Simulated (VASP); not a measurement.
A run of VASP 6.6.1 is set up as follows.

INCAR

```
PREC = Accurate
ENCUT = 520
EDIFF = 1E-6
ISMEAR = -1
SIGMA = 0.1
LREAL = F
LASPH = T
NELM = 60
ALGO = Normal
ISIF = 2
LWAVE = F
LCHARG = F
GGA = PE
NBANDS = 25
```

The input KPOINTS:

```
Automatic mesh
0
Gamma
  8 8 8
```

Contents of POSCAR:

```
TeAs2
1.0
   -3.5564540000      3.5564540000      2.9405160000
    3.5564540000     -3.5564540000      2.9405160000
    3.5564540000      3.5564540000     -2.9405160000
Te As
2 4
Direct
    0.7500000000      0.2500000000      0.5000000000
    0.0000000000      0.0000000000      0.0000000000
    0.3750000000      0.6250000000      0.2500000000
    0.3750000000      0.1250000000      0.7500000000
    0.3750000000      0.6250000000      0.7500000000
    0.8750000000      0.6250000000      0.2500000000
```

Potentials or basis: VASP PAW PBE potentials, release 64 (Te, As).

Run with:

```bash
$ cat potpaw_PBE.64/Te/POTCAR potpaw_PBE.64/As/POTCAR > POTCAR
$ mpirun -np 1 vasp_std > vasp.out
```

Question: Estimate the band gap on the k mesh.

Answer: Zero (bands 16 and 17 overlap by 0.54 eV).

Question: Estimate the pressure.

Answer: -0.6 GPa.

Stress tensor (GPa, compression positive):
```
-0.26  0.00  0.00
 0.00 -0.26  0.00
 0.00  0.00 -1.35
```

Caveat: spin-orbit coupling is left out, which moves the levels of the heavy elements.
